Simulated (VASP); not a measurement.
Input of a VASP 6.6.1 run:

The input INCAR:

```
SYSTEM = InSe
  PREC = Accurate
  ENCUT = 520
  EDIFF = 1E-6
  ISMEAR = 0
  SIGMA = 0.05
  LREAL = .False.
  LASPH = .True.
  NELM = 80
  ALGO = Normal
  ISIF = 2
  LWAVE = .False.
  LCHARG = .False.
  GGA = PS
  NBANDS = 27
```

KPOINTS

```
regular mesh
0
Gamma
  8 8 6
  0 0 0
```

Contents of POSCAR:

```
InSe
1.0
    5.8749264423     -2.0552742521     -0.0052948673
    5.8749264423      2.0552742521     -0.0052948673
   -1.6051187023      0.0000000000      4.2720903652
In Se
2 2
Direct
    0.8845231557      0.8845231557      0.0196876644
    0.1141973411      0.1141973411      0.9709460661
    0.6547212217      0.6547212217      0.6374867706
    0.3452787783      0.3452787783      0.3625132294
```

Potentials or basis: VASP PAW PBE potentials, release 64 (In_d, Se).

Run with:

```console
$ cat potpaw_PBE.64/In_d/POTCAR potpaw_PBE.64/Se/POTCAR > POTCAR
$ mpirun -np 1 vasp_std > vasp.out
```

(1) Estimate the pressure.

(2) What does it give for the band gap on the k mesh?

Answers

(1) 0.0 GPa.

(2) 0.68 eV (least direct gap 1.07 eV).

Caveat: the cell differs from its parent crystal (atom 1 (In) moved -0.040 Å along Cartesian [0 0 1]); the PAW data sets were made with another functional, which shifts forces and pressure a little; spin-orbit coupling is left out, which moves the levels of the heavy elements.
